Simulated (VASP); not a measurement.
Write the native input for VASP 6.6.1 that does the following.

| Quantity | Value |
| --- | --- |
| Task | electric field gradients |
| Functional | PBEsol |
| Potentials or basis | VASP PAW PBE potentials, release 64 (Li_sv) |
| Cutoff | 520 eV |
| k mesh | 15 × 15 × 8 |
| Occupations | fermi-dirac, width 0.03 eV |
| Spin | no spin polarisation |
| Dipole correction | no |
| Further INCAR settings | ALGO = Normal; EDIFF = 1e-08; NBANDS = 10 |

The structure of Li lies in POSCAR:

```
Li
1.0
    3.1110021516     -0.0155550108     -0.0155550108
   -1.5689721103      2.7019843999     -0.0056935291
   -0.0254650000     -0.0254650000      5.0930000000
Li
2
Direct
    0.3333333333      0.6666666667      0.2500000000
    0.6666666667      0.3333333333      0.7500000000
```

This cell differs from its parent crystal: equal xy, yz and zx shear strains of -1 %.

The input as run:

INCAR

```
SYSTEM = Li
ALGO = Normal
EDIFF = 1E-8
ENCUT = 520
GGA = PS
ISIF = 2
ISMEAR = -1
LASPH = .True.
LCHARG = .False.
LEFG = .True.
LREAL = .False.
LWAVE = .False.
NBANDS = 10
NELM = 100
PREC = Accurate
SIGMA = 0.03
```

KPOINTS

```
k-points
0
Gamma
  15 15 8
  0 0 0
```

Potentials or basis: VASP PAW PBE potentials, release 64 (Li_sv).

The run is started by

```console
$ cat potpaw_PBE.64/Li_sv/POTCAR > POTCAR
$ mpirun -np 1 vasp_std > vasp.out
```

Results of the run:

```yaml
Band_gap_on_the_k_mesh: zero (bands 3 and 4 overlap by 4.48 eV)
Largest_electric_field_gradient_by_atom: under 0.05 V/Å² on every atom
```

Caveat: the cell differs from its parent crystal (equal xy, yz and zx shear strains of -1 %).

Run time: 84 s on 1 thread of Intel(R) Xeon(R) 6975P-C (Granite Rapids), with other jobs on the host, peak memory 0.37 GiB.
